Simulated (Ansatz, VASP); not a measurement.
# One calculation of NaAl, two programs

```
Na Al
1.0
     3.51802    0.00000    0.00000
     0.00000    3.51802    0.00000
     0.00000    0.00000    3.51802
Na Al
1 1
Direct
  0.00000 0.00000 0.00000
  0.50000 0.50000 0.50000
```

Alike in both runs: task electric field gradients; functional LDA; k mesh 11 × 11 × 11; occupations fermi-dirac, width 0.05 eV; no spin polarisation.

```csv
,VASP,Ansatz
version,VASP 6.6.1,Ansatz 0.2.0
potentials or method,"VASP PAW LDA potentials, release 64 (Na_pv, Al)","PAW with Ansatz's default frozen-core files, scalar-relativistic"
plane-wave cutoff (eV),520,420
valence electrons in the cell,10,12
```

|  | VASP | Ansatz | Ansatz less VASP |
| --- | --- | --- | --- |
| pressure (GPa) | 0.0 | 0.0 | -0.01 |

LDA's correlation is that of Perdew and Zunger in VASP and of Perdew and Wang (1992) in Ansatz. VASP's potentials hold 10 valence electrons a cell and Ansatz's 12, so a difference there can come from the potentials and not from the codes.
